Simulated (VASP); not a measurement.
Set up this calculation in VASP 6.6.1, as the native input.

```yaml
Task: single point
Functional: PBE
Potentials_or_basis: VASP PAW PBE potentials, release 64 (Ca_sv, O)
Cutoff: 520 eV
k_mesh: 6 × 6 × 6
Occupations: gaussian, width 0.1 eV
Spin: no spin polarisation
Dipole_correction: no
Further_INCAR_settings: ALGO = Normal; EDIFF = 1e-07; NBANDS = 35
```

The structure of Ca2O lies in POSCAR:

```
Ca2O
1.0
   -2.4802735143      2.4802735143      5.2780001296
    2.4802735143     -2.4802735143      5.2780001296
    2.4802735143      2.4802735143     -5.2780001296
Ca O
4 2
Direct
    0.2288709426      0.2288709426      0.0000000000
    0.9788709426      0.4788709426      0.5000000000
    0.5211290574      0.0211290574      0.5000000000
    0.7711290574      0.7711290574      0.0000000000
    0.0000000000      0.0000000000      0.0000000000
    0.7500000000      0.2500000000      0.5000000000
```

The input as run:

INCAR

```
SYSTEM = Ca2O
PREC     = Accurate       ! precision mode
ENCUT    = 520            ! plane-wave cutoff, eV
EDIFF    = 1E-7           ! SCF threshold, eV
ISMEAR   = 0              ! smearing method
SIGMA    = 0.1            ! smearing width, eV
LREAL    = .FALSE.        ! projectors in reciprocal space
LASPH    = .TRUE.         ! aspherical terms in the spheres
NELM     = 100            ! most SCF steps
ALGO     = Normal         ! electronic algorithm
ISIF     = 2              ! what is computed and relaxed
LWAVE    = .FALSE.        ! write WAVECAR
LCHARG   = .TRUE.         ! write CHGCAR
GGA      = PE             ! functional
LELF     = .TRUE.         ! ELF
LVHAR    = .TRUE.       
NBANDS   = 35             ! bands
```

KPOINTS

```
regular mesh
0
G
  6 6 6
  0 0 0
```

Potentials or basis: VASP PAW PBE potentials, release 64 (Ca_sv, O).

Launch:

```bash
$ cat potpaw_PBE.64/Ca_sv/POTCAR potpaw_PBE.64/O/POTCAR > POTCAR
$ mpirun -np 1 vasp_std > vasp.out
```

It gave:

```yaml
Pressure: 0.4 GPa
Largest_force: 0.034 eV/Å
Band_gap_on_the_k_mesh: 0.22 eV (least direct gap 0.35 eV)
```

It took 2.4 min on 1 thread of Intel(R) Xeon(R) 6975P-C (Granite Rapids), with other jobs on the host, peak memory 0.35 GiB.
